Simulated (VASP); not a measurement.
Input of a VASP 6.6.1 run:

The input INCAR:

```
SYSTEM = WS2
  ALGO = Normal
  EDIFF = 1E-8
  EFERMI = MIDGAP
  ENCUT = 690
  GGA = PE
  GGA_COMPAT = .FALSE.
  ISIF = 2
  ISMEAR = 0
  LASPH = .TRUE.
  LCHARG = .FALSE.
  LREAL = .FALSE.
  LWAVE = .FALSE.
  NBANDS = 35
  NELM = 120
  PREC = Accurate
  SIGMA = 0.03
```

The input KPOINTS:

```
Automatic mesh
0
Gamma
  16 16 16
  0 0 0
```

POSCAR

```
WS2
1.0
    1.5790000000      0.9116360751      6.1017000000
   -1.5790000000      0.9116360751      6.1017000000
    0.0000000000     -1.8232721501      6.1017000000
W S
1 2
Direct
    0.0000000000      0.0000000000      0.0000000000
    0.5810000000      0.5810000000      0.5810000000
    0.7546266600      0.7546266600      0.7546266600
```

Potentials or basis: VASP PAW PBE potentials, release 64 (W_sv, S).

Run with:

```sh
$ cat potpaw_PBE.64/W_sv/POTCAR potpaw_PBE.64/S/POTCAR > POTCAR
$ mpirun -np 1 vasp_std > vasp.out
```

(1) Estimate the pressure.

(2) What does it give for the band gap on the k mesh?

Answers

(1) 2.3 GPa.

(2) 1.03 eV (least direct gap 2.09 eV).

Caveat: the cell differs from its parent crystal (last atom moved by 0.08 Å along z, cell strained by -1.0% along z); spin-orbit coupling is left out, which moves the levels of the heavy elements.
